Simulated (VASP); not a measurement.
Sb, 1 atom in the cell. It takes space group Fm-3m (No. 225, cubic). Conventional cell: a = 3.454 Å, b = 3.454 Å, c = 3.454 Å, α = 90.00°, β = 90.00°, γ = 90.00°. Within 3.2 Å of Sb (site symmetry m-3m) lie 12 Sb at 2.44 Å.  This cell differs from its parent crystal: volume scaled by 0.4.

```yaml
Program: VASP 6.6.1
Task: density of states
Functional: LDA
Potentials_or_basis: VASP PAW LDA potentials, release 64 (Sb)
Cutoff: 520 eV
k_mesh: 15 × 15 × 15
Occupations: fermi-dirac, width 0.1 eV
Spin: no spin polarisation
Dipole_correction: no
k_mesh_for_the_DOS: 23 × 23 × 23
Occupations_for_the_DOS: tetrahedron
Further_INCAR_settings: ALGO = Normal; EDIFF = 1e-06; NBANDS = 8
```

Potentials or basis: VASP PAW LDA potentials, release 64 (Sb).

The run is started by

```sh
$ cat potpaw_LDA.64/Sb/POTCAR > POTCAR
$ cp INCAR.step1 INCAR
$ cp KPOINTS.step1 KPOINTS
$ mpirun -np 1 vasp_std > vasp.out
$ cp INCAR.step2 INCAR
$ cp KPOINTS.step2 KPOINTS
$ mpirun -np 1 vasp_std > vasp.out
```

Hardware: 1 thread of Intel Xeon 6975P-C, on a shared host.

**Question.** How long does it take, and how much memory?

**Answer.** Wall time 17 s on 1 thread of Intel Xeon 6975P-C, with other jobs on the host, peak memory 0.14 GiB. Counts: k points 364.
